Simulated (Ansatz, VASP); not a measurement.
# MgI2: VASP beside Ansatz

```xyz
3
Lattice="2.0787 1.2001 6.8923 -2.0787 1.2001 6.8923 0.0000 -2.4003 6.8923" Properties=species:S:1:pos:R:3 pbc="T T T"
Mg    0.0000    0.0000    0.0000
I     0.0000    0.0000    5.2248
I     0.0000    0.0000   15.4522
```

Alike in both runs: task single point; functional LDA; k mesh 6 × 6 × 6; no spin polarisation.

|  | VASP | Ansatz |
| --- | --- | --- |
| version | VASP 6.6.1 | Ansatz 0.2.0 |
| potentials or method | VASP PAW LDA potentials, release 64 (Mg, I) | plane waves, PAW |
| plane-wave cutoff (eV) | 520 | 420 |
| occupations | gaussian, width 0.01 eV | fixed |
| valence electrons in the cell | 16 | 44 |

|  | VASP | Ansatz | Ansatz less VASP |
| --- | --- | --- | --- |
| gap on the k mesh at the Fermi level (eV) | 3.07 | 3.09 | +0.017 |

LDA's correlation is that of Perdew and Zunger in VASP and of Perdew and Wang (1992) in Ansatz. VASP's potentials hold 16 valence electrons a cell and Ansatz's 44, so a difference there can come from the potentials and not from the codes.

Neither program's run includes spin-orbit coupling.
